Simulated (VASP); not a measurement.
# LiGaI2 (R-3m) in VASP: notebook

Runs on LiGaI2. Level: PBE. Tasks: single point.

Program: VASP 6.6.1. These are calculated values, not measurements. Logs are shortened: lines on timing, memory, paths and dates and some standing lists are left out, and cuts for length are marked.

### 1 The cell of the first run

The structure is trigonal, space group R-3m (No. 166). The conventional cell has a = 4.042 Å, b = 4.042 Å, c = 23.942 Å, α = 90.00°, β = 90.00°, γ = 120.00°. Li (site symmetry -3m) has 6 I at 2.75 Å within 3.6 Å. Ga (site symmetry -3m) has 6 I at 3.45 Å and 6 Ga at 4.04 Å and 6 Li at 4.62 Å within 4.7 Å. Within 3.8 Å of I (site symmetry 3m) lie 3 Li at 2.75 Å and 3 Ga at 3.45 Å and 3 I at 3.73 Å.

The cell was built from a structure type or drawn by symmetry, and may not be a known phase.

### 2 Single point, PBE

INCAR reads:

```
PREC = Accurate
ENCUT = 520
EDIFF = 1E-7
ISMEAR = 0
SIGMA = 0.1
LREAL = F
LASPH = T
NELM = 100
ALGO = Normal
ISIF = 2
LWAVE = F
LCHARG = F
GGA = PE
NBANDS = 23
```

KPOINTS reads:

```
Automatic mesh
0
Gamma
  6 6 6
```

POSCAR reads:

```
LiGaI2
1.0
    2.0209027600      1.1667687500      7.9807307300
   -2.0209027600      1.1667687500      7.9807307300
    0.0000000000     -2.3335375000      7.9807307300
Li Ga I
1 1 2
Direct
    0.5000000000      0.5000000000      0.5000000000
    0.0000000000      0.0000000000      0.0000000000
    0.7726388600      0.7726388600      0.7726388600
    0.2273611400      0.2273611400      0.2273611400
```

Potentials or basis: VASP PAW PBE potentials, release 64 (Li_sv, Ga_d, I).

Run with:

```
$ cat potpaw_PBE.64/Li_sv/POTCAR potpaw_PBE.64/Ga_d/POTCAR potpaw_PBE.64/I/POTCAR > POTCAR
$ mpirun -np 1 vasp_std > vasp.out
```

OUTCAR:

```text
PREC = Accurate
   ENCUT = 520
   EDIFF = 1E-7
   ISMEAR = 0
   LREAL = F
   LASPH = T
   NELM = 100
   ISIF = 2
   GGA = PE

 ion  position               nearest neighbor table
   1  0.500  0.500  0.500-   4 2.75   3 2.75   4 2.75   4 2.75   3 2.75   3 2.75
   2  0.000  0.000  0.000-
   3  0.773  0.773  0.773-   1 2.75   1 2.75   1 2.75
   4  0.227  0.227  0.227-   1 2.75   1 2.75   1 2.75

  LATTYP: Found a trigonal (rhomboedric) cell.
 ALAT       =     8.3148938818
 COS(alpha) =     0.8818571600

  Lattice vectors:

 A1 = (   2.0209027600,   1.1667687500,   7.9807307300)
 A2 = (  -2.0209027600,   1.1667687500,   7.9807307300)
 A3 = (   0.0000000000,  -2.3335375000,   7.9807307300)

Analysis of symmetry for initial positions (statically):
=====================================================================
 Subroutine PRICEL returns:
 Original cell was already a primitive cell.

 Routine SETGRP: Setting up the symmetry group for a
 trigonal (rhombohedral) supercell.

 Subroutine GETGRP returns: Found 12 space group operations
 (whereof 12 operations were pure point group operations)
 out of a pool of 12 trial point group operations.

The static configuration has the point symmetry D_3d.

Analysis of symmetry for dynamics (positions and initial velocities):
=====================================================================
 Subroutine PRICEL returns:
 Original cell was already a primitive cell.

 Routine SETGRP: Setting up the symmetry group for a
 trigonal (rhombohedral) supercell.

 Subroutine GETGRP returns: Found 12 space group operations
 (whereof 12 operations were pure point group operations)
 out of a pool of 12 trial point group operations.

The dynamic configuration has the point symmetry D_3d.

 Subroutine INISYM returns: Found 12 space group operations
 (whereof 12 operations are pure point group operations),
 and found     1 'primitive' translations

----------------------------------------------------------------------------------------

                                     Primitive cell

  volume of cell :     112.9078

  direct lattice vectors                    reciprocal lattice vectors
     2.020902760  1.166768750  7.980730730     0.247414180  0.142844644  0.041767270
    -2.020902760  1.166768750  7.980730730    -0.247414180  0.142844644  0.041767270
     0.000000000 -2.333537500  7.980730730     0.000000000 -0.285689288  0.041767270

  length of vectors
     8.314893882  8.314893882  8.314893881     0.288726296  0.288726296  0.288726296

  position of ions in fractional coordinates (direct lattice)
     0.500000000  0.500000000  0.500000000
     0.000000000  0.000000000  0.000000000
     0.772638860  0.772638860  0.772638860
     0.227361140  0.227361140  0.227361140

  ion indices of the primitive-cell ions
   primitive index   ion index
                 1           1
                 2           2
                 3           3
                 4           4

----------------------------------------------------------------------------------------

 KPOINTS: Automatic mesh

Automatic generation of k-mesh.
 Grid dimensions read from file:
 generate k-points for:    6    6    6

 Generating k-lattice:

  Cartesian coordinates                     Fractional coordinates (reciprocal lattice)
     0.041235697  0.023807441  0.006961212     0.166666667  0.000000000  0.000000000
    -0.041235697  0.023807441  0.006961212     0.000000000  0.166666667  0.000000000
     0.000000000 -0.047614881  0.006961212     0.000000000  0.000000000  0.166666667

  Length of vectors
     0.048121049  0.048121049  0.048121049

  Shift w.r.t. Gamma in fractional coordinates (k-lattice)
     0.000000000  0.000000000  0.000000000

 Subroutine IBZKPT returns following result:
 ===========================================

 Found     32 irreducible k-points:

 Following reciprocal coordinates:
            Coordinates               Weight
  0.000000  0.000000  0.000000      1.000000
  0.166667  0.000000 -0.000000      6.000000
  0.333333 -0.000000 -0.000000      6.000000
  0.500000 -0.000000  0.000000      3.000000
  0.166667  0.166667 -0.000000      6.000000
  0.333333  0.166667 -0.000000     12.000000
[... 16 lines left out ...]
  0.500000  0.500000  0.166667      6.000000
 -0.333333  0.500000  0.166667     12.000000
 [... further k-points ...]
   k-points           NKPTS =     32   k-points in BZ     NKDIM =     32   number of bands    NBANDS=     23
   number of dos      NEDOS =    301   number of ions     NIONS =      4
   total plane-waves  NPLWV = 262144
   dimension x,y,z NGX =    64 NGY =   64 NGZ =   64
   dimension x,y,z NGXF=   128 NGYF=  128 NGZF=  128
   ions per type =               1   1   2
   NGX,Y,Z   is equivalent  to a cutoff of  12.80, 12.80, 12.80 a.u.
   NGXF,Y,Z  is equivalent  to a cutoff of  25.59, 25.59, 25.59 a.u.
 SYSTEM =  unknown system
   PREC   = accura    normal or accurate (medium, high low for compatibility)
   ISTART =      0    job   : 0-new  1-cont  2-samecut
   ICHARG =      2    charge: 1-file 2-atom 10-const
   ISPIN  =      1    spin polarized calculation?
   LNONCOLLINEAR =      F non collinear calculations
   LSORBIT =      F    spin-orbit coupling
   LASPH  =      T    aspherical Exc in radial PAW
   ENCUT  =  520.0 eV  38.22 Ry    6.18 a.u.  15.46 15.46 15.46*2*pi/ulx,y,z
   NELM   =    100;   NELMIN=  2; NELMDL= -5     # of ELM steps
   EDIFF  = 0.1E-06   stopping-criterion for ELM
   LREAL  =      F    real-space projection
   EDIFFG = 0.1E-05   stopping-criterion for IOM
   NSW    =      0    number of steps for IOM
   IBRION =     -1    ionic relax: 0-MD 1-quasi-New 2-CG
   NFREE  =      0    steps in history (QN), initial steepest desc. (CG)
   ISIF   =      2    stress and relaxation
   ISYM   =      2    0-nonsym 1-usesym 2-fastsym
   POTIM  = 0.5000    time-step for ionic-motion
   TEBEG  =    0.0;   TEEND  =   0.0 temperature during run
   PSTRESS=    0.0 pullay stress
   NELECT =      30.0000    total number of electrons
   NUPDOWN=      -1.0000    fix difference up-down
   EMIN   =  10.00;   EMAX   =-10.00  energy-range for DOS
   EFERMI =   0.00;   METHOD = LEGACY
   ISMEAR =     0;   SIGMA  =   0.10  broadening in eV -4-tet -1-fermi 0-gaus
   EFERMI_NEDOS =   21; number of points for ismear=-14 and -15
   IALGO  =     38    algorithm
   IMIX   =      4    mixing-type and parameters
     AMIX     =   0.40;   BMIX     =  1.00
     AMIX_MAG =   1.60;   BMIX_MAG =  1.00
  volume/ion in A,a.u.               =      28.23       190.48
  Fermi-wavevector in a.u.,A,eV,Ry     =   1.052464  1.988868 15.070905  1.107680
  Thomas-Fermi vector in A             =   2.187548
   LORBIT       =      0    0 simple, 1 ext, 2 COOP (PROOUT), +10 PAW based schemes
   GGA     = PE    functional components
   LHFCALC =     F    Hartree Fock is set to
   AEXX    =    0.0000 exact exchange contribution
   IVDW    =     0    specifies the selected vdW correction
   LEPSILON=     F    determine dielectric tensor
   LRPA    =     F    only Hartree local field effects (RPA)
 non-spin polarized calculation
 Gauss-broadening in eV      SIGMA  =   0.10
  energy-cutoff  :      520.00
  volume of cell :      112.91
 maximum number of plane-waves:      3062
 NGX is ok and might be reduce to    64
   NGX = 31   NGY = 31   NGZ = 31

 number of electron      30.0000003 magnetization

 Free energy of the ion-electron system (eV)
  ---------------------------------------------------
  ext. energy  EPLUGINS =         0.00000000
  ---------------------------------------------------
  free energy    TOTEN  =       -10.32751712 eV

  energy without entropy =      -10.32751711  energy(sigma->0) =      -10.32751711

 E-fermi :   4.2284     XC(G=0):  -8.7569

 val. band max:        3.8981454942   @ k =   0.5000   0.5000   0.5000
 cond. band min:       4.5742058762   @ k =   0.5000   0.5000   0.0000
 fundamental gap:      0.6760603820
 Fermi energy:         4.2283791691

 k-point     1 :       0.0000    0.0000    0.0000
  band No.  band energies     occupation
      1     -41.8271      2.00000
      2     -11.0296      2.00000
      3     -11.0296      2.00000
      4     -11.0089      2.00000
      5     -11.0021      2.00000
      6     -11.0021      2.00000
[... 15 lines left out ...]
     22      10.4730      0.00000
     23      11.3226      0.00000

 k-point     2 :       0.1667    0.0000   -0.0000
  band No.  band energies     occupation
      1     -41.8270      2.00000
      2     -11.0304      2.00000
      3     -11.0257      2.00000
      4     -11.0064      2.00000
      5     -11.0055      2.00000
      6     -11.0027      2.00000
[... 15 lines left out ...]
     22      10.5851      0.00000
     23      11.1118      0.00000

 k-point     3 :       0.3333   -0.0000   -0.0000
  band No.  band energies     occupation
      1     -41.8267      2.00000
      2     -11.0327      2.00000
      3     -11.0178      2.00000
      4     -11.0122      2.00000
      5     -11.0038      2.00000
      6     -11.0006      2.00000
[... 15 lines left out ...]
     22      11.1467      0.00000
     23      11.5608      0.00000

 k-point     4 :       0.5000   -0.0000    0.0000
  band No.  band energies     occupation
      1     -41.8265      2.00000
      2     -11.0341      2.00000
      3     -11.0153      2.00000
      4     -11.0139      2.00000
      5     -11.0043      2.00000
      6     -10.9977      2.00000
[... 15 lines left out ...]
     22      10.7384      0.00000
     23      11.3652      0.00000

 k-point     5 :       0.1667    0.1667   -0.0000
  band No.  band energies     occupation
      1     -41.8270      2.00000
      2     -11.0304      2.00000
      3     -11.0257      2.00000
      4     -11.0063      2.00000
      5     -11.0056      2.00000
      6     -11.0027      2.00000
[... 434 lines left out ...]
 k-point    22 :      -0.1667    0.3333    0.1667
  band No.  band energies     occupation
      1     -41.8265      2.00000
      2     -11.0301      2.00000
      3     -11.0173      2.00000
      4     -11.0133      2.00000
      5     -11.0062      2.00000
      6     -10.9982      2.00000
[... 15 lines left out ...]
     22      11.7455      0.00000
     23      12.2815      0.00000

 k-point    23 :       0.5000    0.5000    0.1667
  band No.  band energies     occupation
      1     -41.8267      2.00000
      2     -11.0327      2.00000
      3     -11.0178      2.00000
      4     -11.0122      2.00000
      5     -11.0038      2.00000
      6     -11.0005      2.00000
[... 15 lines left out ...]
     22      11.6720      0.00000
     23      11.9590      0.00000

 k-point    24 :      -0.3333    0.5000    0.1667
  band No.  band energies     occupation
      1     -41.8265      2.00000
      2     -11.0302      2.00000
      3     -11.0173      2.00000
      4     -11.0134      2.00000
      5     -11.0061      2.00000
      6     -10.9981      2.00000
[... 15 lines left out ...]
     22      11.0524      0.00000
     23      12.3961      0.00000

 [... further k-points ...]

------------------------ aborting loop because EDIFF is reached ----------------------------------------

  FORCE on cell =-STRESS in cart. coord.  units (eV):
  Direction    XX          YY          ZZ          XY          YZ          ZX
  --------------------------------------------------------------------------------------
  -------------------------------------------------------------------------------------
  Total        3.1572665      3.1572665      0.9349210      0.0000000      0.0000000      0.0000000
  in kB       44.8020317     44.8020316     13.2666527      0.0000000      0.0000000      0.0000000
  external PRESSURE =      34.2902387 kB  Pullay stress =       0.0000000 kB

 VOLUME and BASIS-vectors are now :
 -----------------------------------------------------------------------------
  energy-cutoff  :      520.00
  volume of cell :      112.91
      direct lattice vectors                 reciprocal lattice vectors
     2.020902760  1.166768750  7.980730730     0.247414180  0.142844644  0.041767270
    -2.020902760  1.166768750  7.980730730    -0.247414180  0.142844644  0.041767270
     0.000000000 -2.333537500  7.980730730     0.000000000 -0.285689288  0.041767270

 POSITION                                       TOTAL-FORCE (eV/Angst)
 -----------------------------------------------------------------------------------
      0.00000      0.00000     11.97110         0.000000      0.000000      0.000000
      0.00000      0.00000      0.00000         0.000000      0.000000      0.000000
      0.00000      0.00000     18.49867         0.000000      0.000000     -1.293597
      0.00000      0.00000      5.44352         0.000000     -0.000000      1.293597
 -----------------------------------------------------------------------------------
    total drift:                               -0.000000      0.000000     -0.000000

  FREE ENERGIE OF THE ION-ELECTRON SYSTEM (eV)
  ---------------------------------------------------
  free  energy   TOTEN  =       -10.3275171172 eV

  energy  without entropy=      -10.3275171074  energy(sigma->0) =      -10.32751711
```

Run time: 7.9 min. Hardware: 1 thread of Oxide Virtual Turin-like, shared host; peak memory 0.52 GiB.

Results:

```yaml
Free_energy: -10.3275 eV
Largest_force: 1.294 eV/Å
Band_gap_on_the_k_mesh: 0.68 eV (least direct gap 1.82 eV)
```

Forces in eV/Å, atoms in the order of the input:
```
Li   0.000  0.000  0.000
Ga   0.000  0.000  0.000
I    0.000  0.000 -1.294
I    0.000  0.000  1.294
```

Caveat: the cutoff is under 1.25 times the usual one of these potentials, so pressure, stress and relaxed cells hold a basis-set (Pulay) error; spin-orbit coupling is left out, which moves the levels of the heavy elements; forces of over 1 eV/Å act on the atoms, so gaps and moduli don't describe the material at rest. A k mesh can miss the band edges.

### 3 Single point, PBE

This run uses another cell than the first one, of 31.88 Å³/atom.

INCAR reads:

```
SYSTEM = LiGaI2
PREC = Accurate
ENCUT = 520
EDIFF = 1E-6
ISMEAR = 0
SIGMA = 0.1
LREAL = .FALSE.
LASPH = .TRUE.
NELM = 100
ALGO = Normal
ISIF = 2
LWAVE = .FALSE.
LCHARG = .TRUE.
GGA = PE
LELF = .TRUE.
LVHAR = .TRUE.
NBANDS = 23
```

KPOINTS reads:

```
regular mesh
0
G
  6 6 6
  0 0 0
```

POSCAR reads:

```
LiGaI2
1.0
    2.2030871331      1.2719529493      7.5848071555
   -2.2030871331      1.2719529493      7.5848071555
    0.0000000000     -2.5439058987      7.5848071555
Li Ga I
1 1 2
Direct
    0.5000000000      0.5000000000      0.5000000000
    0.0000000000      0.0000000000      0.0000000000
    0.7599084654      0.7599084654      0.7599084654
    0.2400915346      0.2400915346      0.2400915346
```

Potentials or basis: VASP PAW PBE potentials, release 64 (Li_sv, Ga_d, I).

Run with:

```
$ cat potpaw_PBE.64/Li_sv/POTCAR potpaw_PBE.64/Ga_d/POTCAR potpaw_PBE.64/I/POTCAR > POTCAR
$ mpirun -np 1 vasp_std > vasp.out
```

Wall time 7.3 min (1 thread of Oxide Virtual Turin-like, shared host); peak memory 0.48 GiB.

The run converged. Its results:

| Property | Result |
| --- | --- |
| Free energy | -10.9078 eV |
| Largest force | 0.032 eV/Å |
| Band gap on the k mesh | 1.96 eV (least direct gap 2.40 eV) |

Forces in eV/Å, atoms in the order of the input:
```
Li   0.000  0.000  0.000
Ga   0.000  0.000  0.000
I    0.000  0.000 -0.032
I    0.000  0.000  0.032
```

Levels at points of the mesh, in eV from the valence-band top:
| k point | band 13 | band 14 | band 15 | band 16 | band 17 | band 18 |
| --- | --- | --- | --- | --- | --- | --- |
| (0.00, 0.00, 0.00) | -1.46 | -1.31 | -1.31 | 2.65 | 3.53 | 3.53 |
| (0.50, 0.00, 0.00) | -2.06 | -1.86 | -1.09 | 2.59 | 3.22 | 3.80 |
| (0.50, 0.50, 0.00) | -2.01 | -1.60 | -1.50 | 1.96 | 3.20 | 3.24 |
| (0.50, 0.50, 0.50) | -1.29 | -1.29 | 0.00 | 2.40 | 3.75 | 3.75 |

Caveat: the cutoff is under 1.25 times the usual one of these potentials, so pressure, stress and relaxed cells hold a basis-set (Pulay) error; spin-orbit coupling is left out, which moves the levels of the heavy elements. A k mesh can miss the band edges.
